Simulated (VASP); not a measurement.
# ZrGe2Pd3 (P4mm) in VASP: relaxation of cell and atoms with PBE

Aim: the relaxation of cell and atoms of ZrGe2Pd3 with PBE.

Program: VASP 6.6.1. These are calculated values, not measurements. Logs are shortened: lines on timing, memory, paths and dates and some standing lists are left out, and cuts for length are marked.

### Step 1. The cell of the first run

It takes space group P4mm (No. 99, tetragonal). The conventional cell has a = 3.157 Å, b = 3.157 Å, c = 9.957 Å, α = 90.00°, β = 90.00°, γ = 90.00°. Within 3.9 Å of Zr (site symmetry 4mm) lie 5 Ge at 2.93 to 3.49 Å and 5 Pd at 2.94 to 3.18 Å and 4 Zr at 3.16 Å. Within 3.4 Å of Ge (site symmetry 4mm) lie 5 Pd at 2.57 to 3.17 Å and 4 Zr at 2.93 Å and 4 Ge at 3.16 Å. Ge (site symmetry 4mm) has 9 Pd at 2.63 to 3.29 Å and 4 Ge at 3.16 Å and 1 Zr at 3.49 Å within 3.5 Å. Pd (site symmetry 4mm) has 5 Ge at 2.63 to 3.17 Å and 9 Pd at 2.93 to 3.16 Å within 3.5 Å. Within 3.6 Å of Pd (site symmetry 4mm) lie 4 Ge at 2.74 Å and 4 Zr at 2.94 Å and 5 Pd at 2.98 to 3.16 Å. Within 3.4 Å of Pd (site symmetry 4mm) lie 5 Ge at 2.57 to 3.29 Å and 8 Pd at 2.93 to 3.16 Å and 1 Zr at 3.18 Å.

The cell was generated, and may not be a known phase.

### Step 2. Relaxation of cell and atoms, PBE

INCAR reads:

```
SYSTEM = ZrGe2Pd3
PREC = Accurate
ENCUT = 600
EDIFF = 1E-6
ISMEAR = 0
SIGMA = 0.1
LREAL = .False.
LASPH = .True.
NELM = 80
ALGO = Fast
ISIF = 3
LWAVE = .False.
LCHARG = .False.
GGA = PE
IBRION = 2
NSW = 100
EDIFFG = -0.01
```

KPOINTS reads:

```
regular mesh
0
Gamma
  10 10 4
  0 0 0
```

POSCAR reads:

```
ZrGe2Pd3
1.0
    3.1571253296      0.0000000000      0.0000000000
    0.0000000000      3.1571253296      0.0000000000
    0.0000000000      0.0000000000      9.9573323113
Zr Ge Pd
1 2 3
Direct
    0.5000000000      0.5000000000      0.1628968751
    0.0000000000      0.0000000000      0.9717135637
    0.5000000000      0.5000000000      0.5135772938
    0.0000000000      0.0000000000      0.6535444662
    0.0000000000      0.0000000000      0.3542943564
    0.5000000000      0.5000000000      0.8439724048
```

Potentials or basis: VASP PAW PBE potentials, release 64 (Zr_sv, Ge_d, Pd).

Command:

```console
$ cat potpaw_PBE.64/Zr_sv/POTCAR potpaw_PBE.64/Ge_d/POTCAR potpaw_PBE.64/Pd/POTCAR > POTCAR
$ mpirun -np 1 vasp_std > vasp.out
```

OUTCAR:

```text
SYSTEM = ZrGe2Pd3
   PREC = Accurate
   ENCUT = 600
   EDIFF = 1E-6
   ISMEAR = 0
   LREAL = .False.
   LASPH = .True.
   NELM = 80
   ISIF = 3
   GGA = PE
   IBRION = 2
   NSW = 100
   EDIFFG = -0.01

 ion  position               nearest neighbor table
   1  0.500  0.500  0.163-   2 2.93   2 2.93   2 2.93   2 2.93   5 2.94   5 2.94   5 2.94   5 2.94
                             6 3.18
   2  0.000  0.000  0.972-   6 2.57   6 2.57   6 2.57   6 2.57   1 2.93   1 2.93   1 2.93   1 2.93
                             4 3.17
   3  0.500  0.500  0.514-   4 2.63   4 2.63   4 2.63   4 2.63   5 2.74   5 2.74   5 2.74   5 2.74

   4  0.000  0.000  0.654-   3 2.63   3 2.63   3 2.63   3 2.63   6 2.93   6 2.93   6 2.93   6 2.93
                             5 2.98   2 3.17
   5  0.000  0.000  0.354-   3 2.74   3 2.74   3 2.74   3 2.74   1 2.94   1 2.94   1 2.94   1 2.94
                             4 2.98
   6  0.500  0.500  0.844-   2 2.57   2 2.57   2 2.57   2 2.57   4 2.93   4 2.93   4 2.93   4 2.93
                             1 3.18

  LATTYP: Found a simple tetragonal cell.
 ALAT       =     3.1571253296
 C/A-ratio  =     3.1539236716

  Lattice vectors:

 A1 = (   3.1571253296,   0.0000000000,   0.0000000000)
 A2 = (   0.0000000000,   3.1571253296,   0.0000000000)
 A3 = (   0.0000000000,   0.0000000000,   9.9573323113)

Analysis of symmetry for initial positions (statically):
=====================================================================
 Subroutine PRICEL returns:
 Original cell was already a primitive cell.

 Routine SETGRP: Setting up the symmetry group for a
 simple tetragonal supercell.

 Subroutine GETGRP returns: Found  8 space group operations
 (whereof  8 operations were pure point group operations)
 out of a pool of 16 trial point group operations.

The static configuration has the point symmetry C_4v.

Analysis of symmetry for dynamics (positions and initial velocities):
=====================================================================
 Subroutine PRICEL returns:
 Original cell was already a primitive cell.

 Routine SETGRP: Setting up the symmetry group for a
 simple tetragonal supercell.

 Subroutine GETGRP returns: Found  8 space group operations
 (whereof  8 operations were pure point group operations)
 out of a pool of 16 trial point group operations.

The dynamic configuration has the point symmetry C_4v.

 Subroutine INISYM returns: Found  8 space group operations
 (whereof  8 operations are pure point group operations),
 and found     1 'primitive' translations

----------------------------------------------------------------------------------------

                                     Primitive cell

  volume of cell :      99.2491

  direct lattice vectors                    reciprocal lattice vectors
     3.157125330  0.000000000  0.000000000     0.316743840  0.000000000  0.000000000
     0.000000000  3.157125330  0.000000000     0.000000000  0.316743840  0.000000000
     0.000000000  0.000000000  9.957332311     0.000000000  0.000000000  0.100428505

  length of vectors
     3.157125330  3.157125330  9.957332311     0.316743840  0.316743840  0.100428505

  position of ions in fractional coordinates (direct lattice)
     0.500000000  0.500000000  0.162896875
     0.000000000  0.000000000  0.971713564
     0.500000000  0.500000000  0.513577294
     0.000000000  0.000000000  0.653544466
     0.000000000  0.000000000  0.354294356
     0.500000000  0.500000000  0.843972405

  ion indices of the primitive-cell ions
   primitive index   ion index
                 1           1
                 2           2
                 3           3
                 4           4
                 5           5
                 6           6

----------------------------------------------------------------------------------------

 KPOINTS: regular mesh

Automatic generation of k-mesh.
 Grid dimensions read from file:
 generate k-points for:   10   10    4

 Generating k-lattice:

  Cartesian coordinates                     Fractional coordinates (reciprocal lattice)
     0.031674384  0.000000000  0.000000000     0.100000000  0.000000000  0.000000000
     0.000000000  0.031674384  0.000000000     0.000000000  0.100000000  0.000000000
     0.000000000  0.000000000  0.025107126     0.000000000  0.000000000  0.250000000

  Length of vectors
     0.031674384  0.031674384  0.025107126

  Shift w.r.t. Gamma in fractional coordinates (k-lattice)
     0.000000000  0.000000000  0.000000000

 Subroutine IBZKPT returns following result:
 ===========================================

 Found     63 irreducible k-points:

 Following reciprocal coordinates:
            Coordinates               Weight
  0.000000  0.000000  0.000000      1.000000
  0.100000  0.000000  0.000000      4.000000
  0.200000  0.000000  0.000000      4.000000
  0.300000  0.000000  0.000000      4.000000
  0.400000  0.000000  0.000000      4.000000
  0.500000  0.000000  0.000000      2.000000
[... 16 lines left out ...]
  0.100000  0.000000  0.250000      8.000000
  0.200000  0.000000  0.250000      8.000000
 [... further k-points ...]
   k-points           NKPTS =     63   k-points in BZ     NKDIM =     63   number of bands    NBANDS=     42
   number of dos      NEDOS =    301   number of ions     NIONS =      6
   total plane-waves  NPLWV =  62720
   dimension x,y,z NGX =    28 NGY =   28 NGZ =   80
   dimension x,y,z NGXF=    56 NGYF=   56 NGZF=  160
   ions per type =               1   2   3
   NGX,Y,Z   is equivalent  to a cutoff of  14.74, 14.74, 13.36 a.u.
   NGXF,Y,Z  is equivalent  to a cutoff of  29.49, 29.49, 26.71 a.u.
 SYSTEM =  ZrGe2Pd3
   PREC   = accura    normal or accurate (medium, high low for compatibility)
   ISTART =      0    job   : 0-new  1-cont  2-samecut
   ICHARG =      2    charge: 1-file 2-atom 10-const
   ISPIN  =      1    spin polarized calculation?
   LNONCOLLINEAR =      F non collinear calculations
   LSORBIT =      F    spin-orbit coupling
   LASPH  =      T    aspherical Exc in radial PAW
   ENCUT  =  600.0 eV  44.10 Ry    6.64 a.u.   6.31  6.31 19.89*2*pi/ulx,y,z
   NELM   =     80;   NELMIN=  2; NELMDL= -5     # of ELM steps
   EDIFF  = 0.1E-05   stopping-criterion for ELM
   LREAL  =      F    real-space projection
   EDIFFG = -.1E-01   stopping-criterion for IOM
   NSW    =    100    number of steps for IOM
   IBRION =      2    ionic relax: 0-MD 1-quasi-New 2-CG
   NFREE  =      1    steps in history (QN), initial steepest desc. (CG)
   ISIF   =      3    stress and relaxation
   ISYM   =      2    0-nonsym 1-usesym 2-fastsym
   POTIM  = 0.5000    time-step for ionic-motion
   TEBEG  =    0.0;   TEEND  =   0.0 temperature during run
   PSTRESS=    0.0 pullay stress
   NELECT =      70.0000    total number of electrons
   NUPDOWN=      -1.0000    fix difference up-down
   EMIN   =  10.00;   EMAX   =-10.00  energy-range for DOS
   EFERMI =   0.00;   METHOD = LEGACY
   ISMEAR =     0;   SIGMA  =   0.10  broadening in eV -4-tet -1-fermi 0-gaus
   EFERMI_NEDOS =   21; number of points for ismear=-14 and -15
   IALGO  =     68    algorithm
   IMIX   =      4    mixing-type and parameters
     AMIX     =   0.40;   BMIX     =  1.00
     AMIX_MAG =   1.60;   BMIX_MAG =  1.00
  volume/ion in A,a.u.               =      16.54       111.63
  Fermi-wavevector in a.u.,A,eV,Ry     =   1.457243  2.753790 28.892747  2.123557
  Thomas-Fermi vector in A             =   2.574067
   LORBIT       =      0    0 simple, 1 ext, 2 COOP (PROOUT), +10 PAW based schemes
   GGA     = PE    functional components
   LHFCALC =     F    Hartree Fock is set to
   AEXX    =    0.0000 exact exchange contribution
   IVDW    =     0    specifies the selected vdW correction
   LEPSILON=     F    determine dielectric tensor
   LRPA    =     F    only Hartree local field effects (RPA)
 conjugate gradient relaxation of ions
 non-spin polarized calculation
 RMM-DIIS sequential band-by-band and
 Gauss-broadening in eV      SIGMA  =   0.10
  energy-cutoff  :      600.00
  volume of cell :       99.25
 maximum number of plane-waves:      3340
 NGX is ok and might be reduce to    28
   NGX = 13   NGY = 13   NGZ = 39

--------------------------------------- Ionic step        1  -------------------------------------------

 number of electron      69.9999991 magnetization

 Free energy of the ion-electron system (eV)
  ---------------------------------------------------
  ext. energy  EPLUGINS =         0.00000000
  ---------------------------------------------------
  free energy    TOTEN  =       -35.95069816 eV

  energy without entropy =      -35.93114630  energy(sigma->0) =      -35.94092223

------------------------ aborting loop because EDIFF is reached ----------------------------------------

  FORCE on cell =-STRESS in cart. coord.  units (eV):
  Direction    XX          YY          ZZ          XY          YZ          ZX
  --------------------------------------------------------------------------------------
  -------------------------------------------------------------------------------------
  Total       -0.4665253     -0.4665253     -0.3461546      0.0000000     -0.0000000      0.0000000
  in kB       -7.5311121     -7.5311121     -5.5879698      0.0000000     -0.0000000      0.0000000
  external PRESSURE =      -6.8833980 kB  Pullay stress =       0.0000000 kB
[... 101 lines left out ...]
  FREE ENERGIE OF THE ION-ELECTRON SYSTEM (eV)
  ---------------------------------------------------
  free  energy   TOTEN  =       -35.9541543436 eV

  energy  without entropy=      -35.9348773159  energy(sigma->0) =      -35.94451583

[... ionic steps 4 to 10 ...]

--------------------------------------- Ionic step       11  -------------------------------------------

 number of electron      69.9999997 magnetization

------------------------ aborting loop because EDIFF is reached ----------------------------------------
[... 75 lines left out ...]
--------------------------------------- Ionic step       13  -------------------------------------------

 number of electron      69.9999995 magnetization

 Free energy of the ion-electron system (eV)
  ---------------------------------------------------
  ext. energy  EPLUGINS =         0.00000000
  ---------------------------------------------------
  free energy    TOTEN  =       -35.95968848 eV

  energy without entropy =      -35.94000188  energy(sigma->0) =      -35.94984518

 E-fermi :   9.5524     XC(G=0): -12.3955

 val. band max:        9.5461460103   @ k =   0.1000   0.0000   0.5000
 cond. band min:       9.5532589933   @ k =   0.1000   0.1000   0.5000
 fundamental gap:      0.0071129830
 Fermi energy:         9.5524131999

 k-point     1 :       0.0000    0.0000    0.0000
  band No.  band energies     occupation
      1     -39.3173      2.00000
      2     -17.4540      2.00000
      3     -17.0318      2.00000
      4     -17.0318      2.00000
      5     -15.3776      2.00000
      6     -15.3247      2.00000
[... 1069 lines left out ...]
     41      13.0686      0.00000
     42      14.5601      0.00000

 [... further k-points ...]

------------------------ aborting loop because EDIFF is reached ----------------------------------------

  FORCE on cell =-STRESS in cart. coord.  units (eV):
  Direction    XX          YY          ZZ          XY          YZ          ZX
  --------------------------------------------------------------------------------------
  -------------------------------------------------------------------------------------
  Total       -0.0280986     -0.0280986      0.0026788      0.0000000      0.0000000      0.0000000
  in kB       -0.4560429     -0.4560429      0.0434776      0.0000000      0.0000000      0.0000000
  external PRESSURE =      -0.2895361 kB  Pullay stress =       0.0000000 kB
[... 21 lines left out ...]
  FREE ENERGIE OF THE ION-ELECTRON SYSTEM (eV)
  ---------------------------------------------------
  free  energy   TOTEN  =       -35.9596884818 eV

  energy  without entropy=      -35.9400018788  energy(sigma->0) =      -35.94984518

 reached required accuracy - stopping structural energy minimisation
```

It took 63 min on 1 thread of Intel Xeon Platinum 8488C (Sapphire Rapids), shared host; peak memory 0.48 GiB.

Results:

```yaml
Free_energy: -35.9597 eV
Relaxed_volume: 16.45 Å³/atom
Relaxed_cell: a = 3.134 Å, b = 3.134 Å, c = 10.051 Å, α = 90.00°, β = 90.00°, γ = 90.00°
Space_group_after_relaxing_to_0.1_Å: P4mm (No. 99)
Energy_gained_by_relaxing: 1.5 meV/atom
Ionic_steps: 13
Pressure_after_relaxing: 0.0 GPa
Largest_force_after_relaxing: 0.007 eV/Å
Band_gap_on_the_k_mesh: zero (bands 35 and 36 overlap by 0.91 eV)
```

Forces on the atoms (eV/Å):
```
Zr   0.000  0.000  0.001
Ge   0.000  0.000  0.001
Ge   0.000  0.000 -0.002
Pd   0.000  0.000 -0.005
Pd   0.000  0.000 -0.002
Pd   0.000  0.000  0.007
```

The path:
```tsv
step	energy change (eV)	largest force (eV/Å)	pressure (GPa)	volume (Å³)
1	0.0000	0.1868	-0.69	99.25
2	-0.0032	0.1446	0.82	98.23
3	-0.0035	0.1567	0.49	98.45
4	-0.0067	0.0746	0.20	98.64
5	-0.0073	0.0363	0.01	98.77
6	-0.0081	0.0232	-0.08	98.81
7	-0.0086	0.0436	-0.26	98.90
8	-0.0086	0.0330	-0.24	98.88
9	-0.0085	0.0484	0.35	98.45
10	-0.0088	0.0411	0.04	98.68
11	-0.0089	0.0161	0.02	98.68
12	-0.0090	0.0185	0.02	98.67
13	-0.0090	0.0071	-0.03	98.72
```

Final structure:
```yaml
crystal:
  lattice:
    - [3.13388, 0.00000, 0.00000]
    - [0.00000, 3.13388, 0.00000]
    - [0.00000, 0.00000, 10.05139]
  atoms:
    - { symbol: Zr, position: [0.50000, 0.50000, 0.16082] }
    - { symbol: Ge, position: [0.00000, 0.00000, 0.97244] }
    - { symbol: Ge, position: [0.50000, 0.50000, 0.51401] }
    - { symbol: Pd, position: [0.00000, 0.00000, 0.65119] }
    - { symbol: Pd, position: [0.00000, 0.00000, 0.35803] }
    - { symbol: Pd, position: [0.50000, 0.50000, 0.84350] }
```

Levels at points of the mesh, in eV from the Fermi level:
```
           k point  band 33  band 34  band 35  band 36  band 37  band 38
(0.00, 0.00, 0.00)    -1.75    -1.04    -0.62     1.90     1.90     1.91
(0.50, 0.00, 0.00)    -1.75    -1.12    -0.92    -0.43    -0.18     1.74
(0.50, 0.50, 0.00)    -0.93    -0.72    -0.72     0.07     1.42     2.80
(0.00, 0.00, 0.50)    -1.80    -1.04     0.13     1.60     1.73     1.73
(0.50, 0.00, 0.50)    -1.76    -1.27    -0.91    -0.43    -0.19     1.73
(0.50, 0.50, 0.50)    -1.03     0.12     0.48     0.48     1.21     1.21
```
